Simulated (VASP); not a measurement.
# TaN in VASP: a series of runs

The runs below take TaN through single point, with PBEsol.

Everything below comes from runs of VASP 6.6.1. Logs are shortened: lines on timing, memory, paths and dates and some standing lists are left out, and cuts for length are marked.

## 1. The cell of the first run

The typed cell holds 6 atoms: a = 5.196 Å, b = 5.174 Å, c = 2.911 Å, α = 89.79°, β = 89.43°, γ = 119.57°.

## 2. Single point, PBEsol (equal xy, yz and zx shear strains of +1 %)

INCAR

```
SYSTEM = TaN
PREC = Accurate
ENCUT = 520
EDIFF = 1E-6
ISMEAR = -1
SIGMA = 0.01
LREAL = .FALSE.
LASPH = .TRUE.
NELM = 100
ALGO = Normal
ISIF = 2
LWAVE = .FALSE.
LCHARG = .TRUE.
GGA = PS
LELF = .TRUE.
LVHAR = .TRUE.
NBANDS = 33
```

KPOINTS

```
Automatic mesh
0
G
  6 6 9
  0 0 0
```

POSCAR

```
TaN
1.0
    5.1960008669      0.0259800043      0.0259800043
   -2.5755010897      4.4868787466      0.0095093416
    0.0145550000      0.0145550000      2.9110000000
Ta N
3 3
Direct
    0.3333333333      0.6666666667      0.5000000000
    0.6666666667      0.3333333333      0.5000000000
    0.0000000000      0.0000000000      0.0000000000
    0.3928500000      0.0000000000      0.0000000000
    0.6071500000      0.6071500000      0.0000000000
    0.0000000000      0.3928500000      0.0000000000
```

Potentials or basis: VASP PAW PBE potentials, release 64 (Ta_pv, N).

The run is started by

```console
$ cat potpaw_PBE.64/Ta_pv/POTCAR potpaw_PBE.64/N/POTCAR > POTCAR
$ mpirun -np 1 vasp_std > vasp.out
```

OUTCAR:

```text
SYSTEM = TaN
   PREC = Accurate
   ENCUT = 520
   EDIFF = 1E-6
   ISMEAR = -1
   LREAL = .FALSE.
   LASPH = .TRUE.
   NELM = 100
   ISIF = 2
   GGA = PS

 ion  position               nearest neighbor table
   1  0.333  0.667  0.500-   5 2.15   4 2.15   6 2.15   4 2.17   5 2.17   6 2.18   2 2.99   2 3.00
                             2 3.01   3 3.32   3 3.32   3 3.33   3 3.33   3 3.35   3 3.36
   2  0.667  0.333  0.500-   6 2.15   4 2.15   5 2.16   5 2.16   6 2.18   4 2.18   1 2.99   1 3.00
                             1 3.01   3 3.32   3 3.32   3 3.33   3 3.33   3 3.35   3 3.36
   3  0.000  0.000  0.000-   6 2.03   4 2.04   5 2.05   2 3.32   1 3.32   1 3.32   2 3.32   2 3.33
                             1 3.33   2 3.33   1 3.33   2 3.35   1 3.35   2 3.36   1 3.36
   4  0.393  0.000  0.000-   3 2.04   1 2.15   2 2.15   1 2.17   2 2.18
   5  0.607  0.607  0.000-   3 2.05   1 2.15   2 2.16   2 2.16   1 2.17
   6  0.000  0.393  0.000-   3 2.03   2 2.15   1 2.15   2 2.18   1 2.18

  LATTYP: Found a triclinic cell.
 ALAT       =     5.9305018487
 B/A-ratio  =     0.4908644915
 C/A-ratio  =     0.8723589846
 COS(alpha) =     0.0036852528
 COS(beta)  =     0.4341686107
 COS(gamma) =     0.4820813214

  Lattice vectors:

 A1 = (  -5.1814458669,  -0.0114250043,   2.8850199957)
 A2 = (   0.0145550000,   0.0145550000,   2.9110000000)
 A3 = (  -2.5755010897,   4.4868787466,   0.0095093416)

Analysis of symmetry for initial positions (statically):
=====================================================================
 Subroutine PRICEL returns:
 Original cell was already a primitive cell.

 Routine SETGRP: Setting up the symmetry group for a
 triclinic supercell.

 Subroutine GETGRP returns: Found  1 space group operations
 (whereof  1 operations were pure point group operations)
 out of a pool of  2 trial point group operations.

The static configuration has the point symmetry C_1 .

Analysis of symmetry for dynamics (positions and initial velocities):
=====================================================================
 Subroutine PRICEL returns:
 Original cell was already a primitive cell.

 Routine SETGRP: Setting up the symmetry group for a
 triclinic supercell.

 Subroutine GETGRP returns: Found  1 space group operations
 (whereof  1 operations were pure point group operations)
 out of a pool of  2 trial point group operations.

The dynamic configuration has the point symmetry C_1 .

 Subroutine INISYM returns: Found  1 space group operations
 (whereof  1 operations are pure point group operations),
 and found     1 'primitive' translations

----------------------------------------------------------------------------------------

                                     Primitive cell

  volume of cell :      68.0579

  direct lattice vectors                    reciprocal lattice vectors
     5.196000867  0.025980004  0.025980004     0.191912443  0.110162342 -0.001510374
    -2.575501090  4.486878747  0.009509342    -0.001105670  0.222239761 -0.001105670
     0.014555000  0.014555000  2.911000000    -0.001709162 -0.001709162  0.343541654

  length of vectors
     5.196130765  5.173526571  2.911072774     0.221288067  0.222245261  0.343550157

  position of ions in fractional coordinates (direct lattice)
     0.333333333  0.666666667  0.500000000
     0.666666667  0.333333333  0.500000000
     0.000000000  0.000000000  0.000000000
     0.392850000  1.000000000  0.000000000
     0.607150000  0.607150000  1.000000000
     1.000000000  0.392850000  1.000000000

  ion indices of the primitive-cell ions
   primitive index   ion index
                 1           1
                 2           2
                 3           3
                 4           4
                 5           5
                 6           6

----------------------------------------------------------------------------------------

 KPOINTS: Automatic mesh

Automatic generation of k-mesh.
 Grid dimensions read from file:
 generate k-points for:    6    6    9

 Generating k-lattice:

  Cartesian coordinates                     Fractional coordinates (reciprocal lattice)
     0.031985407  0.018360390 -0.000251729     0.166666667 -0.000000000 -0.000000000
    -0.000184278  0.037039960 -0.000184278    -0.000000000  0.166666667 -0.000000000
    -0.000189907 -0.000189907  0.038171295     0.000000000  0.000000000  0.111111111

  Length of vectors
     0.036881345  0.037040877  0.038172240

  Shift w.r.t. Gamma in fractional coordinates (k-lattice)
     0.000000000  0.000000000  0.000000000

 Subroutine IBZKPT returns following result:
 ===========================================

 Found    164 irreducible k-points:

 Following reciprocal coordinates:
            Coordinates               Weight
  0.000000  0.000000  0.000000      1.000000
  0.166667 -0.000000  0.000000      2.000000
  0.333333  0.000000  0.000000      2.000000
  0.500000 -0.000000  0.000000      1.000000
 -0.000000  0.166667  0.000000      2.000000
  0.166667  0.166667  0.000000      2.000000
[... 16 lines left out ...]
  0.333333  0.000000  0.111111      2.000000
  0.500000 -0.000000  0.111111      2.000000
 [... further k-points ...]
   k-points           NKPTS =    164   k-points in BZ     NKDIM =    164   number of bands    NBANDS=     33
   number of dos      NEDOS =    301   number of ions     NIONS =      6
   total plane-waves  NPLWV =  38400
   dimension x,y,z NGX =    40 NGY =   40 NGZ =   24
   dimension x,y,z NGXF=    80 NGYF=   80 NGZF=   48
   ions per type =               3   3
   NGX,Y,Z   is equivalent  to a cutoff of  12.80, 12.85, 13.71 a.u.
   NGXF,Y,Z  is equivalent  to a cutoff of  25.60, 25.71, 27.41 a.u.
 SYSTEM =  TaN
   PREC   = accura    normal or accurate (medium, high low for compatibility)
   ISTART =      0    job   : 0-new  1-cont  2-samecut
   ICHARG =      2    charge: 1-file 2-atom 10-const
   ISPIN  =      1    spin polarized calculation?
   LNONCOLLINEAR =      F non collinear calculations
   LSORBIT =      F    spin-orbit coupling
   LASPH  =      T    aspherical Exc in radial PAW
   ENCUT  =  520.0 eV  38.22 Ry    6.18 a.u.   9.66  9.62  5.41*2*pi/ulx,y,z
   NELM   =    100;   NELMIN=  2; NELMDL= -5     # of ELM steps
   EDIFF  = 0.1E-05   stopping-criterion for ELM
   LREAL  =      F    real-space projection
   EDIFFG = 0.1E-04   stopping-criterion for IOM
   NSW    =      0    number of steps for IOM
   IBRION =     -1    ionic relax: 0-MD 1-quasi-New 2-CG
   NFREE  =      0    steps in history (QN), initial steepest desc. (CG)
   ISIF   =      2    stress and relaxation
   ISYM   =      2    0-nonsym 1-usesym 2-fastsym
   POTIM  = 0.5000    time-step for ionic-motion
   TEBEG  =    0.0;   TEEND  =   0.0 temperature during run
   PSTRESS=    0.0 pullay stress
   NELECT =      48.0000    total number of electrons
   NUPDOWN=      -1.0000    fix difference up-down
   EMIN   =  10.00;   EMAX   =-10.00  energy-range for DOS
   EFERMI =   0.00;   METHOD = LEGACY
   ISMEAR =    -1;   SIGMA  =   0.01  broadening in eV -4-tet -1-fermi 0-gaus
   EFERMI_NEDOS =   21; number of points for ismear=-14 and -15
   IALGO  =     38    algorithm
   IMIX   =      4    mixing-type and parameters
     AMIX     =   0.40;   BMIX     =  1.00
     AMIX_MAG =   1.60;   BMIX_MAG =  1.00
  volume/ion in A,a.u.               =      11.34        76.55
  Fermi-wavevector in a.u.,A,eV,Ry     =   1.457233  2.753771 28.892350  2.123528
  Thomas-Fermi vector in A             =   2.574058
   LORBIT       =      0    0 simple, 1 ext, 2 COOP (PROOUT), +10 PAW based schemes
   GGA     = PS    functional components
   LHFCALC =     F    Hartree Fock is set to
   AEXX    =    0.0000 exact exchange contribution
   IVDW    =     0    specifies the selected vdW correction
   LEPSILON=     F    determine dielectric tensor
   LRPA    =     F    only Hartree local field effects (RPA)
 non-spin polarized calculation
  energy-cutoff  :      520.00
  volume of cell :       68.06
 maximum number of plane-waves:      1848
 NGX is ok and might be reduce to    40
   NGX = 19   NGY = 19   NGZ = 11

 number of electron      48.0000001 magnetization

 Free energy of the ion-electron system (eV)
  ---------------------------------------------------
  ext. energy  EPLUGINS =         0.00000000
  ---------------------------------------------------
  free energy    TOTEN  =       -71.42061390 eV

  energy without entropy =      -71.41999738  energy(sigma->0) =      -71.42030564

 E-fermi :   8.1551     XC(G=0): -13.1614

 val. band max:        8.1506966249   @ k =  -0.1667   0.1667   0.2222
 cond. band min:       8.1653819874   @ k =  -0.1667   0.1667   0.3333
 fundamental gap:      0.0146853625
 Fermi energy:         8.1551302603

 k-point     1 :       0.0000    0.0000    0.0000
  band No.  band energies     occupation
      1     -28.0009      2.00000
      2     -27.9970      2.00000
      3     -27.6481      2.00000
      4     -27.6427      2.00000
      5     -27.4719      2.00000
      6     -27.3639      2.00000
[... 25 lines left out ...]
     32      11.3402      0.00000
     33      11.3677      0.00000

 k-point     2 :       0.1667   -0.0000    0.0000
  band No.  band energies     occupation
      1     -28.0233      2.00000
      2     -27.9887      2.00000
      3     -27.6318      2.00000
      4     -27.6125      2.00000
      5     -27.4653      2.00000
      6     -27.3700      2.00000
[... 25 lines left out ...]
     32      11.2888      0.00000
     33      11.5710      0.00000

 k-point     3 :       0.3333    0.0000    0.0000
  band No.  band energies     occupation
      1     -28.0615      2.00000
      2     -27.9413      2.00000
      3     -27.6539      2.00000
      4     -27.5575      2.00000
      5     -27.4485      2.00000
      6     -27.3857      2.00000
[... 25 lines left out ...]
     32      12.0156      0.00000
     33      12.0781      0.00000

 k-point     4 :       0.5000   -0.0000    0.0000
  band No.  band energies     occupation
      1     -28.0782      2.00000
      2     -27.8850      2.00000
      3     -27.7134      2.00000
      4     -27.5312      2.00000
      5     -27.4356      2.00000
      6     -27.3980      2.00000
[... 25 lines left out ...]
     32      11.7481      0.00000
     33      12.4436      0.00000

 k-point     5 :      -0.0000    0.1667    0.0000
  band No.  band energies     occupation
      1     -28.0221      2.00000
      2     -27.9916      2.00000
      3     -27.6273      2.00000
      4     -27.6143      2.00000
      5     -27.4651      2.00000
      6     -27.3701      2.00000
[... 604 lines left out ...]
 k-point    22 :       0.1667   -0.0000    0.1111
  band No.  band energies     occupation
      1     -28.0039      2.00000
      2     -27.9705      2.00000
      3     -27.6186      2.00000
      4     -27.5971      2.00000
      5     -27.5737      2.00000
      6     -27.4662      2.00000
[... 25 lines left out ...]
     32      11.5103      0.00000
     33      11.5741      0.00000

 k-point    23 :       0.3333    0.0000    0.1111
  band No.  band energies     occupation
      1     -28.0399      2.00000
      2     -27.9250      2.00000
      3     -27.6431      2.00000
      4     -27.5600      2.00000
      5     -27.5453      2.00000
      6     -27.4842      2.00000
[... 25 lines left out ...]
     32      11.9567      0.00000
     33      12.0388      0.00000

 k-point    24 :       0.5000   -0.0000    0.1111
  band No.  band energies     occupation
      1     -28.0562      2.00000
      2     -27.8711      2.00000
      3     -27.7025      2.00000
      4     -27.5463      2.00000
      5     -27.5195      2.00000
      6     -27.4966      2.00000
[... 25 lines left out ...]
     32      12.0472      0.00000
     33      12.2123      0.00000

 [... further k-points ...]

------------------------ aborting loop because EDIFF is reached ----------------------------------------

  FORCE on cell =-STRESS in cart. coord.  units (eV):
  Direction    XX          YY          ZZ          XY          YZ          ZX
  --------------------------------------------------------------------------------------
  -------------------------------------------------------------------------------------
  Total       -0.9654707     -0.9653142     -1.7200325     -0.8121252     -0.7984865     -0.7952143
  in kB      -22.7285064    -22.7248222    -40.4919252    -19.1185412    -18.7974679    -18.7204355
  external PRESSURE =     -28.6484179 kB  Pullay stress =       0.0000000 kB

 VOLUME and BASIS-vectors are now :
 -----------------------------------------------------------------------------
  energy-cutoff  :      520.00
  volume of cell :       68.06
      direct lattice vectors                 reciprocal lattice vectors
     5.196000867  0.025980004  0.025980004     0.191912443  0.110162342 -0.001510374
    -2.575501090  4.486878747  0.009509342    -0.001105670  0.222239761 -0.001105670
     0.014555000  0.014555000  2.911000000    -0.001709162 -0.001709162  0.343541654

 POSITION                                       TOTAL-FORCE (eV/Angst)
 -----------------------------------------------------------------------------------
      0.02228      3.00719      1.47050        -0.047586     -0.041913      0.006962
      2.61278      1.52022      1.47599         0.047308     -0.041994      0.003443
      0.00000      0.00000      0.00000         0.003323     -0.133781     -0.000150
      2.04125      0.01021      0.01021         0.023273      0.051251      0.036489
      1.59104      2.73998      0.02155         0.005293      0.059798     -0.057586
     -1.01179      1.76267      0.00374        -0.031612      0.106639      0.010842
 -----------------------------------------------------------------------------------
    total drift:                               -0.000515      0.000443      0.000068

  FREE ENERGIE OF THE ION-ELECTRON SYSTEM (eV)
  ---------------------------------------------------
  free  energy   TOTEN  =       -71.4206138985 eV

  energy  without entropy=      -71.4199973779  energy(sigma->0) =      -71.42030564
```

Run time: 4.4 min. Hardware: 1 thread of Intel Xeon Platinum 8259CL at 2.50GHz (Skylake/Cascade Lake), shared host; peak memory 0.39 GiB.

What came out:

- Free energy: -71.4206 eV
- Pressure: -2.9 GPa
- Largest force: 0.134 eV/Å
- Band gap on the k mesh: zero (band 24 reaches 9.92 eV, above the bottom of band 25 at 6.84 eV)

Forces on the atoms (eV/Å):
```
Ta  -0.048 -0.042  0.007
Ta   0.047 -0.042  0.003
Ta   0.003 -0.134  0.000
N    0.023  0.051  0.036
N    0.005  0.060 -0.058
N   -0.032  0.107  0.011
```

Stress tensor (GPa, compression positive):
```
-2.27 -1.91 -1.87
-1.91 -2.27 -1.88
-1.87 -1.88 -4.05
```

Levels at points of the mesh, in eV from the Fermi level:
| k point | band 22 | band 23 | band 24 | band 25 | band 26 | band 27 |
| --- | --- | --- | --- | --- | --- | --- |
| (0.00, 0.00, 0.00) | -3.30 | -1.90 | -0.89 | -0.89 | 0.57 | 0.59 |
| (0.50, 0.00, 0.00) | -3.81 | -2.87 | -2.59 | 1.19 | 1.79 | 1.94 |
| (0.00, 0.50, 0.00) | -3.84 | -2.82 | -2.62 | 1.21 | 1.79 | 1.93 |
| (0.50, 0.50, 0.00) | -3.83 | -2.77 | -2.65 | 1.24 | 1.79 | 1.93 |

Caveat: the cell differs from its parent crystal (equal xy, yz and zx shear strains of +1 %); the PAW data sets were made with another functional, which shifts forces and pressure a little; spin-orbit coupling is left out, which moves the levels of the heavy elements.

(Part 1 of 2 ends here.)
